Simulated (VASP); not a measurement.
Wanted: the native input for a VASP 6.6.1 run.

- Task: single point
- Functional: PBEsol
- Dispersion: D4
- Potentials or basis: VASP PAW PBE potentials, release 64 (Zn, O)
- Cutoff: 520 eV
- k mesh: 10 × 10 × 9
- Occupations: fermi-dirac, width 0.05 eV
- Spin: no spin polarisation
- Dipole correction: no
- Further INCAR settings: ALGO = Normal; EDIFF = 1e-07; NBANDS = 16

The structure of ZnO lies in POSCAR:

```
ZnO
1.0
    1.4350022414     -2.8389686404      0.0000000000
    1.4350022414      2.8389686404      0.0000000000
    0.0000000000      0.0000000000      2.7711079746
Zn O
1 1
Direct
    0.0000000000      0.0000000000      0.0000000000
    0.5000000000      0.5000000000      0.5000000000
```

The input as run:

INCAR

```
ALGO     = Normal         # electronic algorithm
EDIFF    = 1E-7           # SCF threshold, eV
ENCUT    = 520            # plane-wave cutoff, eV
GGA      = PS             # functional
ISIF     = 2              # what is computed and relaxed
ISMEAR   = -1             # smearing method
IVDW     = 13             # dispersion correction
LASPH    = True           # aspherical terms in the spheres
LCHARG   = False          # write CHGCAR
LREAL    = False          # projectors in reciprocal space
LWAVE    = False          # write WAVECAR
NBANDS   = 16             # bands
NELM     = 80             # most SCF steps
PREC     = Accurate       # precision mode
SIGMA    = 0.05           # smearing width, eV
```

KPOINTS

```
k-points
0
Gamma
  10 10 9
```

Potentials or basis: VASP PAW PBE potentials, release 64 (Zn, O).

Launch:

```bash
$ cat potpaw_PBE.64/Zn/POTCAR potpaw_PBE.64/O/POTCAR > POTCAR
$ mpirun -np 1 vasp_std > vasp.out
```

Results of the run:

```yaml
Pressure: 1.2 GPa
Band_gap_on_the_k_mesh: zero (band 9 reaches 2.35 eV, above the bottom of band 10 at 2.07 eV)
Dispersion_energy_per_atom: -0.142 eV
```

Caveat: the PAW data sets were made with another functional, which shifts forces and pressure a little; pairwise dispersion overbinds metals, which lowers pressure and volume.

Wall time 16 s on 1 thread of Intel(R) Xeon(R) 6975P-C (Granite Rapids) (shared host), peak memory 0.18 GiB.
